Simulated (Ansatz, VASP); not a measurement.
AlGaN2 in VASP and in Ansatz

Contents of INCAR:

```
SYSTEM = AlGaN2
PREC = Accurate ; ENCUT = 910
EDIFF = 1E-6 ; ISMEAR = 0
SIGMA = 0.02 ; LREAL = .False.
LASPH = .True. ; NELM = 120
ALGO = Normal ; ISIF = 2
LWAVE = .False. ; LCHARG = .True.
LELF = .True. ; LVHAR = .True.
NBANDS = 21 ; GGA_COMPAT = .False.
```

Contents of KPOINTS:

```
Automatic mesh
0
Gamma
  8 8 6
  0 0 0
```

File POSCAR:

```
AlGaN2
1.0
    3.1152864669      0.0000000000      0.0000000000
    0.0000000000      3.1152864669      0.0000000000
    0.0000000000      0.0000000000      4.2089569927
Al Ga N
1 1 2
Direct
    0.5000000000      0.5000000000      0.5000000000
    0.0000000000      0.0000000000      0.0000000000
    0.5000000000      0.0000000000      0.7392191729
    0.0000000000      0.5000000000      0.2607808271
```

Input for Ansatz:

```yaml
crystal:
  lattice:
    - [3.1152864669, 0.0, 0.0]
    - [0.0, 3.1152864669, 0.0]
    - [0.0, 0.0, 4.2089569927]
  atoms:
    - { symbol: Al, position: [0.5, 0.5, 0.5] }
    - { symbol: Ga, position: [0.0, 0.0, 0.0] }
    - { symbol: "N", position: [0.5, 0.0, 0.7392191729] }
    - { symbol: "N", position: [0.0, 0.5, 0.2607808271] }
basis:
  ecutwfc: 420
kpoints:
  mp_grid: { grid: [8, 8, 6] }
  band_path: { path: [VBM, CBM], npoints: 2 }
hamiltonian:
  xc: lda
scf:
  occupations: { method: gaussian, width: 0.02 }
output:
  forces: true
  stress: true
  eigenvalues: true
checkpoint:
  read: start.run
  write: ck
  compress: false
  write_wavefunctions: false
  write_every: 100000
```

Alike in both runs: task single point; functional LDA; k mesh 8 × 8 × 6; occupations gaussian, width 0.02 eV; no spin polarisation.

|  | VASP | Ansatz |
| --- | --- | --- |
| version | VASP 6.6.1 | Ansatz 0.2.0 |
| potentials or method | VASP PAW LDA potentials, release 64 (Al, Ga_d, N_h), cutoff 910 eV | scalar-relativistic, plane waves, PAW |
| valence electrons in the cell | 26 | 26 |

|  | VASP | Ansatz | Ansatz less VASP |
| --- | --- | --- | --- |
| gap on the k mesh at the Fermi level (eV) | 3.41 | 3.40 | -0.001 |
| least direct gap on the mesh (eV) | 3.42 | 3.40 | -0.013 |
| rms of the force components (eV/Å) | 0.011 | 0.000 | -0.0112 |

LDA's correlation is that of Perdew and Zunger in VASP and of Perdew and Wang (1992) in Ansatz. Atom by atom the forces differ by 0.011 eV/Å (rms over components).

Noted on VASP's run: the cutoff is short for stress, so the pressure is rough.
